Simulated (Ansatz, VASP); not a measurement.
## BaHfO3: VASP beside Ansatz

```xyz
5
Lattice="4.4277 0.0000 0.0000 0.0000 4.4277 0.0000 0.0000 0.0000 4.0714" Properties=species:S:1:pos:R:3 pbc="T T T"
Ba    2.2139    2.2139    2.0357
Hf    0.0000    0.0000    0.0000
O     0.0000    2.2139    0.0000
O     2.2139    0.0000    0.0000
O     0.0000    0.0000    2.0357
```

Alike in both runs: task single point; functional r2SCAN; k mesh 6 × 6 × 6; occupations gaussian, width 0.02 eV; no spin polarisation.

|  | VASP | Ansatz |
| --- | --- | --- |
| version | VASP 6.6.1 | Ansatz 0.2.0 |
| potentials or method | VASP PAW PBE potentials, release 64 (Ba_sv, Hf_pv, O), cutoff 520 eV | scalar-relativistic, plane waves, PAW |
| valence electrons in the cell | 38 | 54 |

VASP gave:

```
gap on the k mesh at the Fermi level (eV)                     : 3.59
least direct gap on the mesh (eV)                             : 3.86
pressure (GPa)                                                : -11.9
traceless stress, the component that is largest in VASP (GPa) : 10.85
```

Which values does Ansatz return?

gap on the k mesh at the Fermi level (eV): 3.67; least direct gap on the mesh (eV): 3.84; pressure (GPa): -11.2; traceless stress, the component that is largest in VASP (GPa): 11.14.

VASP's potentials were made for PBE, not for r2SCAN. VASP's potentials hold 38 valence electrons a cell and Ansatz's 54, so a difference there can come from the potentials and not from the codes.

Neither program's run includes spin-orbit coupling.
